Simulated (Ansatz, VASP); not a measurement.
FePt: VASP beside Ansatz

INCAR

```
SYSTEM = FePt
PREC = Accurate
ENCUT = 520
EDIFF = 1E-6
ISMEAR = -1
SIGMA = 0.05
LREAL = .False.
LASPH = .True.
NELM = 150
ALGO = Normal
ISIF = 2
LWAVE = .False.
LCHARG = .False.
ISPIN = 2
MAGMOM = 0 4.5
LORBIT = 11
LMAXMIX = 4
GGA = PE
NBANDS = 20
```

KPOINTS

```
Automatic mesh
0
Gamma
  10 10 7
  0 0 0
```

File POSCAR:

```
FePt
1.0
    2.7235000000      0.0000000000      0.0000000000
    0.0000000000      2.7235000000      0.0000000000
    0.0000000000      0.0000000000      3.7200000000
Pt Fe
1 1
Direct
    0.5000000000      0.5000000000      0.5000000000
    0.0000000000      0.0000000000      0.0000000000
```

The input input.yaml:

```yaml
crystal:
  lattice:
    - [2.7235, 0.0, 0.0]
    - [0.0, 2.7235, 0.0]
    - [0.0, 0.0, 3.72]
  atoms:
    - { symbol: Pt, position: [0.5, 0.5, 0.5] }
    - { symbol: Fe, position: [0.0, 0.0, 0.0], spin: 4.5 }
hamiltonian:
  xc: pbe
  pseudopotentials: { kind: paw }
magnetization:
  spin_polarized: true
kpoints:
  mp_grid: { grid: [10, 10, 7] }
scf:
  occupations: { method: fermi_dirac, width: 0.05 }
output:
  forces: true
  stress: true
  eigenvalues: true
```

Alike in both runs: task single point; functional PBE; k mesh 10 × 10 × 7; occupations fermi-dirac, width 0.05 eV; collinear spin.

|  | VASP | Ansatz |
| --- | --- | --- |
| version | VASP 6.6.1 | Ansatz 0.2.0 |
| potentials or method | VASP PAW PBE potentials, release 64 (Pt, Fe) | Ansatz PAW |
| plane-wave cutoff (eV) | 520 | 420 |
| valence electrons in the cell | 18 | 34 |

|  | VASP | Ansatz | Ansatz less VASP |
| --- | --- | --- | --- |
| gap on the k mesh at the Fermi level (eV) | none | none | - |
| pressure (GPa) | 3.0 | 3.4 | +0.43 |
| traceless stress, the component that is largest in VASP (GPa) | 0.37 | 0.31 | -0.057 |
| net moment per atom (μB) | 1.64 | 1.64 | +0.003 |
| size of the moment on the site where the two differ most (μB) | 0.34 | 0.39 | +0.058 |

Site moments also hang on the region over which each program counts them. A gap of «none» marks a metal or a gap that the smearing closes. VASP's potentials hold 18 valence electrons a cell and Ansatz's 34, so a difference there can come from the potentials and not from the codes.

Neither program's run includes spin-orbit coupling.
